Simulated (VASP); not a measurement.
# Ir3Rh (Pm-3m) in VASP: further runs

Runs on Ir3Rh. Level: LDA. Tasks: single point, relaxation of volume and atoms at fixed shape.

Everything below comes from runs of VASP 6.6.1. Logs are shortened: lines on timing, memory, paths and dates and some standing lists are left out, and cuts for length are marked.

**1. The cell of the first run**

Symmetry: Pm-3m, No. 221, cubic system. The conventional cell has a = 3.797 Å, b = 3.797 Å, c = 3.797 Å, α = 90.00°, β = 90.00°, γ = 90.00°. Ir (site symmetry 4/mmm) has 8 Ir at 2.69 Å and 4 Rh at 2.69 Å within 3.5 Å. Within 3.5 Å of Rh (site symmetry m-3m) lie 12 Ir at 2.69 Å.

**2. Single point, LDA**

Input file INCAR:

```
SYSTEM = Ir3Rh
ALGO = Normal ; EDIFF = 1E-7
ENCUT = 520 ; GGA = CA
ISIF = 2 ; ISMEAR = -1
LASPH = .TRUE. ; LCHARG = .TRUE.
LELF = .TRUE. ; LREAL = .FALSE.
LVHAR = .TRUE. ; LWAVE = .FALSE.
NBANDS = 29 ; NELM = 80
PREC = Accurate ; SIGMA = 0.1
```

Input file KPOINTS:

```
k-points
0
G
  11 11 11
  0 0 0
```

Input file POSCAR:

```
Ir3Rh
1.0
    3.7974257919      0.0000000000      0.0000000000
    0.0000000000      3.7974257919      0.0000000000
    0.0000000000      0.0000000000      3.7974257919
Ir Rh
3 1
Direct
    0.5000000000      0.0000000000      0.5000000000
    0.0000000000      0.5000000000      0.5000000000
    0.5000000000      0.5000000000      0.0000000000
    0.0000000000      0.0000000000      0.0000000000
```

Potentials or basis: VASP PAW LDA potentials, release 64 (Ir, Rh_pv).

The run is started by

```bash
> cat potpaw_LDA.64/Ir/POTCAR potpaw_LDA.64/Rh_pv/POTCAR > POTCAR
> mpirun -np 1 vasp_std > vasp.out
```

OUTCAR:

```text
SYSTEM = Ir3Rh
   EDIFF = 1E-7
   ENCUT = 520
   GGA = CA
   ISIF = 2
   ISMEAR = -1
   LASPH = .TRUE.
   LREAL = .FALSE.
   NELM = 80
   PREC = Accurate

 ion  position               nearest neighbor table
   1  0.500  0.000  0.500-   2 2.69   3 2.69   4 2.69   3 2.69   4 2.69   2 2.69   3 2.69   3 2.69
                             2 2.69   4 2.69   4 2.69   2 2.69
   2  0.000  0.500  0.500-   1 2.69   3 2.69   4 2.69   3 2.69   4 2.69   1 2.69   4 2.69   4 2.69
                             1 2.69   3 2.69   3 2.69   1 2.69
   3  0.500  0.500  0.000-   1 2.69   2 2.69   4 2.69   1 2.69   2 2.69   1 2.69   4 2.69   1 2.69
                             2 2.69   4 2.69   2 2.69   4 2.69
   4  0.000  0.000  0.000-   1 2.69   2 2.69   3 2.69   1 2.69   2 2.69   2 2.69   3 2.69   2 2.69
                             1 2.69   3 2.69   1 2.69   3 2.69

  LATTYP: Found a simple cubic cell.
 ALAT       =     3.7974257919

  Lattice vectors:

 A1 = (   3.7974257919,   0.0000000000,   0.0000000000)
 A2 = (   0.0000000000,   3.7974257919,   0.0000000000)
 A3 = (   0.0000000000,   0.0000000000,   3.7974257919)

Analysis of symmetry for initial positions (statically):
=====================================================================
 Subroutine PRICEL returns:
 Original cell was already a primitive cell.

 Routine SETGRP: Setting up the symmetry group for a
 simple cubic supercell.

 Subroutine GETGRP returns: Found 48 space group operations
 (whereof 48 operations were pure point group operations)
 out of a pool of 48 trial point group operations.

The static configuration has the point symmetry O_h .

Analysis of symmetry for dynamics (positions and initial velocities):
=====================================================================
 Subroutine PRICEL returns:
 Original cell was already a primitive cell.

 Routine SETGRP: Setting up the symmetry group for a
 simple cubic supercell.

 Subroutine GETGRP returns: Found 48 space group operations
 (whereof 48 operations were pure point group operations)
 out of a pool of 48 trial point group operations.

The dynamic configuration has the point symmetry O_h .

 Subroutine INISYM returns: Found 48 space group operations
 (whereof 48 operations are pure point group operations),
 and found     1 'primitive' translations

----------------------------------------------------------------------------------------

                                     Primitive cell

  volume of cell :      54.7606

  direct lattice vectors                    reciprocal lattice vectors
     3.797425792  0.000000000  0.000000000     0.263336285  0.000000000  0.000000000
     0.000000000  3.797425792  0.000000000     0.000000000  0.263336285  0.000000000
     0.000000000  0.000000000  3.797425792     0.000000000  0.000000000  0.263336285

  length of vectors
     3.797425792  3.797425792  3.797425792     0.263336285  0.263336285  0.263336285

  position of ions in fractional coordinates (direct lattice)
     0.500000000  0.000000000  0.500000000
     0.000000000  0.500000000  0.500000000
     0.500000000  0.500000000  0.000000000
     0.000000000  0.000000000  0.000000000

  ion indices of the primitive-cell ions
   primitive index   ion index
                 1           1
                 2           2
                 3           3
                 4           4

----------------------------------------------------------------------------------------

 KPOINTS: k-points

Automatic generation of k-mesh.
 Grid dimensions read from file:
 generate k-points for:   11   11   11

 Generating k-lattice:

  Cartesian coordinates                     Fractional coordinates (reciprocal lattice)
     0.023939662  0.000000000  0.000000000     0.090909091  0.000000000  0.000000000
     0.000000000  0.023939662  0.000000000     0.000000000  0.090909091  0.000000000
     0.000000000  0.000000000  0.023939662     0.000000000  0.000000000  0.090909091

  Length of vectors
     0.023939662  0.023939662  0.023939662

  Shift w.r.t. Gamma in fractional coordinates (k-lattice)
     0.000000000  0.000000000  0.000000000

 Subroutine IBZKPT returns following result:
 ===========================================

 Found     56 irreducible k-points:

 Following reciprocal coordinates:
            Coordinates               Weight
  0.000000  0.000000  0.000000      1.000000
  0.090909  0.000000  0.000000      6.000000
  0.181818  0.000000  0.000000      6.000000
  0.272727  0.000000  0.000000      6.000000
  0.363636  0.000000  0.000000      6.000000
  0.454545  0.000000  0.000000      6.000000
[... 16 lines left out ...]
  0.181818  0.090909  0.090909     24.000000
  0.272727  0.090909  0.090909     24.000000
 [... further k-points ...]
   k-points           NKPTS =     56   k-points in BZ     NKDIM =     56   number of bands    NBANDS=     29
   number of dos      NEDOS =    301   number of ions     NIONS =      4
   total plane-waves  NPLWV =  21952
   dimension x,y,z NGX =    28 NGY =   28 NGZ =   28
   dimension x,y,z NGXF=    56 NGYF=   56 NGZF=   56
   ions per type =               3   1
   NGX,Y,Z   is equivalent  to a cutoff of  12.26, 12.26, 12.26 a.u.
   NGXF,Y,Z  is equivalent  to a cutoff of  24.52, 24.52, 24.52 a.u.
 SYSTEM =  Ir3Rh
   PREC   = accura    normal or accurate (medium, high low for compatibility)
   ISTART =      0    job   : 0-new  1-cont  2-samecut
   ICHARG =      2    charge: 1-file 2-atom 10-const
   ISPIN  =      1    spin polarized calculation?
   LNONCOLLINEAR =      F non collinear calculations
   LSORBIT =      F    spin-orbit coupling
   LASPH  =      T    aspherical Exc in radial PAW
   ENCUT  =  520.0 eV  38.22 Ry    6.18 a.u.   7.06  7.06  7.06*2*pi/ulx,y,z
   NELM   =     80;   NELMIN=  2; NELMDL= -5     # of ELM steps
   EDIFF  = 0.1E-06   stopping-criterion for ELM
   LREAL  =      F    real-space projection
   EDIFFG = 0.1E-05   stopping-criterion for IOM
   NSW    =      0    number of steps for IOM
   IBRION =     -1    ionic relax: 0-MD 1-quasi-New 2-CG
   NFREE  =      0    steps in history (QN), initial steepest desc. (CG)
   ISIF   =      2    stress and relaxation
   ISYM   =      2    0-nonsym 1-usesym 2-fastsym
   POTIM  = 0.5000    time-step for ionic-motion
   TEBEG  =    0.0;   TEEND  =   0.0 temperature during run
   PSTRESS=    0.0 pullay stress
   NELECT =      42.0000    total number of electrons
   NUPDOWN=      -1.0000    fix difference up-down
   EMIN   =  10.00;   EMAX   =-10.00  energy-range for DOS
   EFERMI =   0.00;   METHOD = LEGACY
   ISMEAR =    -1;   SIGMA  =   0.10  broadening in eV -4-tet -1-fermi 0-gaus
   EFERMI_NEDOS =   21; number of points for ismear=-14 and -15
   IALGO  =     38    algorithm
   IMIX   =      4    mixing-type and parameters
     AMIX     =   0.40;   BMIX     =  1.00
     AMIX_MAG =   1.60;   BMIX_MAG =  1.00
  volume/ion in A,a.u.               =      13.69        92.39
  Fermi-wavevector in a.u.,A,eV,Ry     =   1.498541  2.831832 30.553585  2.245625
  Thomas-Fermi vector in A             =   2.610287
   LORBIT       =      0    0 simple, 1 ext, 2 COOP (PROOUT), +10 PAW based schemes
   GGA     = CA    functional components
   LHFCALC =     F    Hartree Fock is set to
   AEXX    =    0.0000 exact exchange contribution
   IVDW    =     0    specifies the selected vdW correction
   LEPSILON=     F    determine dielectric tensor
   LRPA    =     F    only Hartree local field effects (RPA)
 non-spin polarized calculation
  energy-cutoff  :      520.00
  volume of cell :       54.76
 maximum number of plane-waves:      1489
   NGX = 15   NGY = 15   NGZ = 15

 number of electron      42.0000007 magnetization

 Free energy of the ion-electron system (eV)
  ---------------------------------------------------
  ext. energy  EPLUGINS =         0.00000000
  ---------------------------------------------------
  free energy    TOTEN  =       -39.76991669 eV

  energy without entropy =      -39.63061525  energy(sigma->0) =      -39.70026597

 E-fermi :  11.0837     XC(G=0): -14.3469

 val. band max:       11.0777873973   @ k =   0.2727   0.1818   0.0000
 cond. band min:      11.0924947300   @ k =   0.2727   0.0909   0.0000
 fundamental gap:      0.0147073327
 Fermi energy:        11.0836502849

 k-point     1 :       0.0000    0.0000    0.0000
  band No.  band energies     occupation
      1     -35.8251      2.00000
      2     -35.8251      2.00000
      3     -35.8251      2.00000
      4       0.4087      2.00000
      5       3.2034      2.00000
      6       3.3728      2.00000
[... 21 lines left out ...]
     28      21.8873      0.00000
     29      21.8873      0.00000

 k-point     2 :       0.0909    0.0000    0.0000
  band No.  band energies     occupation
      1     -35.8262      2.00000
      2     -35.8253      2.00000
      3     -35.8253      2.00000
      4       0.5324      2.00000
      5       3.2880      2.00000
      6       3.4388      2.00000
[... 21 lines left out ...]
     28      21.5279      0.00000
     29      21.9448      0.00000

 k-point     3 :       0.1818    0.0000    0.0000
  band No.  band energies     occupation
      1     -35.8291      2.00000
      2     -35.8260      2.00000
      3     -35.8260      2.00000
      4       0.8948      2.00000
      5       3.5104      2.00000
      6       3.6406      2.00000
[... 21 lines left out ...]
     28      20.9102      0.00000
     29      21.5537      0.00000

 k-point     4 :       0.2727    0.0000    0.0000
  band No.  band energies     occupation
      1     -35.8330      2.00000
      2     -35.8269      2.00000
      3     -35.8269      2.00000
      4       1.4655      2.00000
      5       3.7560      2.00000
      6       3.9952      2.00000
[... 597 lines left out ...]
     28      21.5436      0.00000
     29      21.5436      0.00000

 k-point    23 :       0.1818    0.0909    0.0909
  band No.  band energies     occupation
      1     -35.8300      2.00000
      2     -35.8269      2.00000
      3     -35.8266      2.00000
      4       1.1207      2.00000
      5       3.6739      2.00000
      6       3.7765      2.00000
[... 21 lines left out ...]
     28      20.7276      0.00000
     29      21.2097      0.00000

 k-point    24 :       0.2727    0.0909    0.0909
  band No.  band energies     occupation
      1     -35.8332      2.00000
      2     -35.8279      2.00000
      3     -35.8273      2.00000
      4       1.6696      2.00000
      5       3.9305      2.00000
      6       4.0931      2.00000
[... 21 lines left out ...]
     28      20.0941      0.00000
     29      20.5927      0.00000

 [... further k-points ...]
[... 5 lines left out ...]
  --------------------------------------------------------------------------------------
  -------------------------------------------------------------------------------------
  Total        0.7407294      0.7407294      0.7407294      0.0000000     -0.0000000      0.0000000
  in kB       21.6721633     21.6721633     21.6721633      0.0000000     -0.0000000      0.0000000
  external PRESSURE =      21.6721633 kB  Pullay stress =       0.0000000 kB

 VOLUME and BASIS-vectors are now :
 -----------------------------------------------------------------------------
  energy-cutoff  :      520.00
  volume of cell :       54.76
      direct lattice vectors                 reciprocal lattice vectors
     3.797425792  0.000000000  0.000000000     0.263336285  0.000000000  0.000000000
     0.000000000  3.797425792  0.000000000     0.000000000  0.263336285  0.000000000
     0.000000000  0.000000000  3.797425792     0.000000000  0.000000000  0.263336285

 POSITION                                       TOTAL-FORCE (eV/Angst)
 -----------------------------------------------------------------------------------
      1.89871      0.00000      1.89871         0.000000      0.000000      0.000000
      0.00000      1.89871      1.89871         0.000000      0.000000      0.000000
      1.89871      1.89871      0.00000         0.000000      0.000000      0.000000
      0.00000      0.00000      0.00000         0.000000      0.000000      0.000000
 -----------------------------------------------------------------------------------
    total drift:                                0.000000      0.000000      0.000000

  FREE ENERGIE OF THE ION-ELECTRON SYSTEM (eV)
  ---------------------------------------------------
  free  energy   TOTEN  =       -39.7699166885 eV

  energy  without entropy=      -39.6306152503  energy(sigma->0) =      -39.70026597
```

It took 44 s on 1 thread of AMD EPYC 9R14 (Zen 4), shared host; peak memory 0.17 GiB.

Results:

* Free energy: -39.7699 eV
* Pressure: 2.2 GPa
* Band gap on the k mesh: zero (bands 21 and 22 overlap by 2.29 eV)

Levels at points of the mesh, in eV from the Fermi level:
```csv
k point,band 17,band 18,band 19,band 20,band 21,band 22,band 23,band 24,band 25,band 26
"(0.00, 0.00, 0.00)",0.73,1.12,1.12,1.12,1.16,1.74,1.74,1.74,2.14,2.14
```

Caveat: spin-orbit coupling is left out, which moves the levels of the heavy elements.

[end of part 1 of 2]
